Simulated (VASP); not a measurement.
ZnPb2:

```
CELL_PARAMETERS angstrom
3.97528 0.00000 0.00000
-1.98764 3.44269 0.00000
0.00000 -2.29513 6.33137
ATOMIC_POSITIONS crystal
Zn 0.00000 0.00000 0.00000
Pb 0.25000 0.50000 0.75000
Pb 0.75000 0.50000 0.25000
```

```yaml
Program: VASP 6.6.1
Task: relaxation of the atoms
Functional: PBE
Potentials_or_basis: VASP PAW PBE potentials, release 64 (Zn, Pb_d)
Cutoff: 520 eV
k_mesh: 8 × 8 × 8
Occupations: fermi-dirac, width 0.1 eV
Spin: no spin polarisation
```

At the start: pressure 2.5 GPa; volume 28.88 Å³/atom.

Task: How do energy, volume and symmetry change on relaxing?

Result: Over 7 steps the energy falls by 71.2 meV/atom at a fixed cell; space group R-3m (No. 166, to 0.1 Å) before and after.

Step by step:
```csv
step,energy change (eV),largest force (eV/Å),pressure (GPa)
1,0.0000,0.5990,2.45
2,-0.0326,0.5288,1.94
3,-0.1098,0.3718,0.67
4,-0.2042,0.1594,-0.66
5,0.2710,1.9780,2.89
6,-0.2109,0.0957,-0.75
7,-0.2137,0.0280,-0.72
```

Final structure:
```xyz
3
Lattice="3.9753 0.0000 0.0000 -1.9876 3.4427 0.0000 0.0000 -2.2951 6.3314" Properties=species:S:1:pos:R:3 pbc="T T T"
Zn    0.0000    0.0000    0.0000
Pb    0.0000    0.0000    4.3967
Pb    1.9876    1.1476    1.9347
```
